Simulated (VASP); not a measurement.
# Ir (P6_3/mmc) in VASP: further runs, part 2 of 2

VASP 6.6.1. The steps go on from the part before.

## Step 5: Single point, PBEsol

This run uses another cell than the first one, of 14.12 Å³/atom, 1.048 times its volume.

The input, INCAR:

```
SYSTEM = Ir
PREC     = Accurate       ! precision mode
ENCUT    = 520            ! plane-wave cutoff, eV
EDIFF    = 1E-6           ! SCF threshold, eV
ISMEAR   = -1             ! smearing method
SIGMA    = 0.05           ! smearing width, eV
LREAL    = .False.        ! projectors in reciprocal space
LASPH    = .True.         ! aspherical terms in the spheres
NELM     = 80             ! most SCF steps
ALGO     = Normal         ! electronic algorithm
ISIF     = 2              ! what is computed and relaxed
LWAVE    = .False.        ! write WAVECAR
LCHARG   = .False.        ! write CHGCAR
GGA      = PS             ! functional
NBANDS   = 16             ! bands
```

The input, KPOINTS:

```
Automatic mesh
0
Gamma
  11 11 6
  0 0 0
```

The input, POSCAR:

```
Ir
1.0
    2.7197077149      0.0000000000      0.0000000000
   -1.3598538574      2.3553359719      0.0000000000
    0.0000000000      0.0000000000      4.4079823624
Ir
2
Direct
    0.3333333333      0.6666666667      0.2500000000
    0.6666666667      0.3333333333      0.7500000000
```

Potentials or basis: VASP PAW PBE potentials, release 64 (Ir).

The run is started by

```bash
cat potpaw_PBE.64/Ir/POTCAR > POTCAR
mpirun -np 1 vasp_std > vasp.out
```

OUTCAR:

```text
SYSTEM = Ir
   PREC = Accurate
   ENCUT = 520
   EDIFF = 1E-6
   ISMEAR = -1
   LREAL = .False.
   LASPH = .True.
   NELM = 80
   ISIF = 2
   GGA = PS

 ion  position               nearest neighbor table
   1  0.333  0.667  0.250-   2 2.71   2 2.71   2 2.71   2 2.71   2 2.71   2 2.71
   2  0.667  0.333  0.750-   1 2.71   1 2.71   1 2.71   1 2.71   1 2.71   1 2.71

  LATTYP: Found a hexagonal cell.
 ALAT       =     2.7197077149
 C/A-ratio  =     1.6207559137

  Lattice vectors:

 A1 = (   2.7197077149,   0.0000000000,   0.0000000000)
 A2 = (  -1.3598538574,   2.3553359719,   0.0000000000)
 A3 = (   0.0000000000,   0.0000000000,   4.4079823624)

Analysis of symmetry for initial positions (statically):
=====================================================================
 Subroutine PRICEL returns:
 Original cell was already a primitive cell.

 Routine SETGRP: Setting up the symmetry group for a
 hexagonal supercell.

 Subroutine GETGRP returns: Found 24 space group operations
 (whereof 12 operations were pure point group operations)
 out of a pool of 24 trial point group operations.

The static configuration has the point symmetry D_3d.
 The point group associated with its full space group is D_6h.

Analysis of symmetry for dynamics (positions and initial velocities):
=====================================================================
 Subroutine PRICEL returns:
 Original cell was already a primitive cell.

 Routine SETGRP: Setting up the symmetry group for a
 hexagonal supercell.

 Subroutine GETGRP returns: Found 24 space group operations
 (whereof 12 operations were pure point group operations)
 out of a pool of 24 trial point group operations.

The dynamic configuration has the point symmetry D_3d.
 The point group associated with its full space group is D_6h.

 Subroutine INISYM returns: Found 24 space group operations
 (whereof 12 operations are pure point group operations),
 and found     1 'primitive' translations

----------------------------------------------------------------------------------------

                                     Primitive cell

  volume of cell :      28.2368

  direct lattice vectors                    reciprocal lattice vectors
     2.719707715  0.000000000  0.000000000     0.367686570  0.212283940  0.000000000
    -1.359853857  2.355335972  0.000000000     0.000000000  0.424567880  0.000000000
     0.000000000  0.000000000  4.407982362     0.000000000  0.000000000  0.226861162

  length of vectors
     2.719707715  2.719707715  4.407982362     0.424567880  0.424567880  0.226861162

  position of ions in fractional coordinates (direct lattice)
     0.333333333  0.666666667  0.250000000
     0.666666667  0.333333333  0.750000000

  ion indices of the primitive-cell ions
   primitive index   ion index
                 1           1
                 2           2

----------------------------------------------------------------------------------------

 KPOINTS: Automatic mesh

Automatic generation of k-mesh.
 Grid dimensions read from file:
 generate k-points for:   11   11    6

 Generating k-lattice:

  Cartesian coordinates                     Fractional coordinates (reciprocal lattice)
     0.033426052  0.019298540  0.000000000     0.090909091  0.000000000  0.000000000
     0.000000000  0.038597080  0.000000000     0.000000000  0.090909091  0.000000000
     0.000000000  0.000000000  0.037810194     0.000000000  0.000000000  0.166666667

  Length of vectors
     0.038597080  0.038597080  0.037810194

  Shift w.r.t. Gamma in fractional coordinates (k-lattice)
     0.000000000  0.000000000  0.000000000

 Subroutine IBZKPT returns following result:
 ===========================================

 Found     64 irreducible k-points:

 Following reciprocal coordinates:
            Coordinates               Weight
  0.000000  0.000000  0.000000      1.000000
  0.090909  0.000000  0.000000      6.000000
  0.181818  0.000000  0.000000      6.000000
  0.272727  0.000000  0.000000      6.000000
  0.363636  0.000000  0.000000      6.000000
  0.454545  0.000000  0.000000      6.000000
[... 16 lines left out ...]
  0.090909  0.090909  0.166667     12.000000
  0.181818  0.090909  0.166667     24.000000
 [... further k-points ...]
   k-points           NKPTS =     64   k-points in BZ     NKDIM =     64   number of bands    NBANDS=     16
   number of dos      NEDOS =    301   number of ions     NIONS =      2
   total plane-waves  NPLWV =  14400
   dimension x,y,z NGX =    20 NGY =   20 NGZ =   36
   dimension x,y,z NGXF=    40 NGYF=   40 NGZF=   72
   ions per type =               2
   NGX,Y,Z   is equivalent  to a cutoff of  12.23, 12.23, 13.58 a.u.
   NGXF,Y,Z  is equivalent  to a cutoff of  24.45, 24.45, 27.15 a.u.
 SYSTEM =  Ir
   PREC   = accura    normal or accurate (medium, high low for compatibility)
   ISTART =      0    job   : 0-new  1-cont  2-samecut
   ICHARG =      2    charge: 1-file 2-atom 10-const
   ISPIN  =      1    spin polarized calculation?
   LNONCOLLINEAR =      F non collinear calculations
   LSORBIT =      F    spin-orbit coupling
   LASPH  =      T    aspherical Exc in radial PAW
   ENCUT  =  520.0 eV  38.22 Ry    6.18 a.u.   5.06  5.06  8.20*2*pi/ulx,y,z
   NELM   =     80;   NELMIN=  2; NELMDL= -5     # of ELM steps
   EDIFF  = 0.1E-05   stopping-criterion for ELM
   LREAL  =      F    real-space projection
   EDIFFG = 0.1E-04   stopping-criterion for IOM
   NSW    =      0    number of steps for IOM
   IBRION =     -1    ionic relax: 0-MD 1-quasi-New 2-CG
   NFREE  =      0    steps in history (QN), initial steepest desc. (CG)
   ISIF   =      2    stress and relaxation
   ISYM   =      2    0-nonsym 1-usesym 2-fastsym
   POTIM  = 0.5000    time-step for ionic-motion
   TEBEG  =    0.0;   TEEND  =   0.0 temperature during run
   PSTRESS=    0.0 pullay stress
   NELECT =      18.0000    total number of electrons
   NUPDOWN=      -1.0000    fix difference up-down
   EMIN   =  10.00;   EMAX   =-10.00  energy-range for DOS
   EFERMI =   0.00;   METHOD = LEGACY
   ISMEAR =    -1;   SIGMA  =   0.05  broadening in eV -4-tet -1-fermi 0-gaus
   EFERMI_NEDOS =   21; number of points for ismear=-14 and -15
   IALGO  =     38    algorithm
   IMIX   =      4    mixing-type and parameters
     AMIX     =   0.40;   BMIX     =  1.00
     AMIX_MAG =   1.60;   BMIX_MAG =  1.00
  volume/ion in A,a.u.               =      14.12        95.28
  Fermi-wavevector in a.u.,A,eV,Ry     =   1.408945  2.662520 27.009276  1.985126
  Thomas-Fermi vector in A             =   2.531051
   LORBIT       =      0    0 simple, 1 ext, 2 COOP (PROOUT), +10 PAW based schemes
   GGA     = PS    functional components
   LHFCALC =     F    Hartree Fock is set to
   AEXX    =    0.0000 exact exchange contribution
   IVDW    =     0    specifies the selected vdW correction
   LEPSILON=     F    determine dielectric tensor
   LRPA    =     F    only Hartree local field effects (RPA)
 non-spin polarized calculation
  energy-cutoff  :      520.00
  volume of cell :       28.24
 maximum number of plane-waves:       774
   NGX = 11   NGY = 11   NGZ = 17

 number of electron      18.0000000 magnetization

 Free energy of the ion-electron system (eV)
  ---------------------------------------------------
  ext. energy  EPLUGINS =         0.00000000
  ---------------------------------------------------
  free energy    TOTEN  =       -19.46879095 eV

  energy without entropy =      -19.44462436  energy(sigma->0) =      -19.45670765

 E-fermi :  10.3879     XC(G=0): -14.1136

 val. band max:       10.3799560459   @ k =   0.3636   0.1818   0.1667
 cond. band min:      10.3882685140   @ k =   0.2727   0.0909   0.3333
 fundamental gap:      0.0083124681
 Fermi energy:        10.3878751363

 k-point     1 :       0.0000    0.0000    0.0000
  band No.  band energies     occupation
      1      -0.9313      2.00000
      2       2.1446      2.00000
      3       6.4223      2.00000
      4       6.5215      2.00000
      5       6.5215      2.00000
      6       7.1902      2.00000
[... 8 lines left out ...]
     15      26.8174      0.00000
     16      27.8987      0.00000
[... 419 lines left out ...]
 k-point    24 :       0.1818    0.0909    0.1667
  band No.  band energies     occupation
      1       1.3091      2.00000
      2       3.6951      2.00000
      3       4.9723      2.00000
      4       5.2108      2.00000
      5       6.2229      2.00000
      6       6.8536      2.00000
[... 8 lines left out ...]
     15      25.7930      0.00000
     16      27.0266      0.00000

 [... further k-points ...]

------------------------ aborting loop because EDIFF is reached ----------------------------------------

  FORCE on cell =-STRESS in cart. coord.  units (eV):
  Direction    XX          YY          ZZ          XY          YZ          ZX
  --------------------------------------------------------------------------------------
  -------------------------------------------------------------------------------------
  Total        0.1758127      0.1758127      0.1909924      0.0000000      0.0000000      0.0000000
  in kB        9.9757580      9.9757580     10.8370648      0.0000000      0.0000000      0.0000000
  external PRESSURE =      10.2628602 kB  Pullay stress =       0.0000000 kB

 VOLUME and BASIS-vectors are now :
 -----------------------------------------------------------------------------
  energy-cutoff  :      520.00
  volume of cell :       28.24
      direct lattice vectors                 reciprocal lattice vectors
     2.719707715  0.000000000  0.000000000     0.367686570  0.212283940  0.000000000
    -1.359853857  2.355335972  0.000000000     0.000000000  0.424567880  0.000000000
     0.000000000  0.000000000  4.407982362     0.000000000  0.000000000  0.226861162

 POSITION                                       TOTAL-FORCE (eV/Angst)
 -----------------------------------------------------------------------------------
     -0.00000      1.57022      1.10200         0.000000     -0.000000      0.000000
      1.35985      0.78511      3.30599        -0.000000      0.000000      0.000000
 -----------------------------------------------------------------------------------
    total drift:                                0.000000     -0.000000     -0.000000

  FREE ENERGIE OF THE ION-ELECTRON SYSTEM (eV)
  ---------------------------------------------------
  free  energy   TOTEN  =       -19.4687909531 eV

  energy  without entropy=      -19.4446243569  energy(sigma->0) =      -19.45670765
```

Wall time 15 s (1 thread of AMD EPYC 9R45 (Zen 5), shared host); peak memory 0.13 GiB.

What came out:

```
Free energy            : -19.4688 eV
Pressure               : 1.0 GPa
Band gap on the k mesh : zero (band 9 reaches 11.39 eV, above the bottom of band 10 at 8.10 eV)
```

Caveat: the PAW data sets were made with another functional, which shifts forces and pressure a little; spin-orbit coupling is left out, which moves the levels of the heavy elements.

## Step 6: Summary

```csv
cell,gap on the mesh (eV),pressure (GPa)
"a = 2.677, b = 2.677, c = 4.344 Å, angles 90.0, 90.0, 120.0°, 2 atoms",none,21.5
"a = 2.708, b = 2.708, c = 4.391 Å, angles 90.0, 90.0, 120.0°, 2 atoms",none,6.1
"a = 2.697, b = 2.697, c = 4.374 Å, angles 90.0, 90.0, 120.0°, 2 atoms",none,11.2
"a = 2.720, b = 2.720, c = 4.408 Å, angles 90.0, 90.0, 120.0°, 2 atoms",none,1.0
```

Alike in all rows: task single point; level PBEsol; potentials or basis VASP PAW PBE potentials, release 64 (Ir); no spin polarisation; k mesh 11 × 11 × 6; cutoff (eV) 520; smearing fermi-dirac 0.05 eV.

Caveats: the PAW data sets were made with another functional, which shifts forces and pressure a little; spin-orbit coupling is left out, which moves the levels of the heavy elements.

Absolute energies hang on the potentials; compare differences alone.
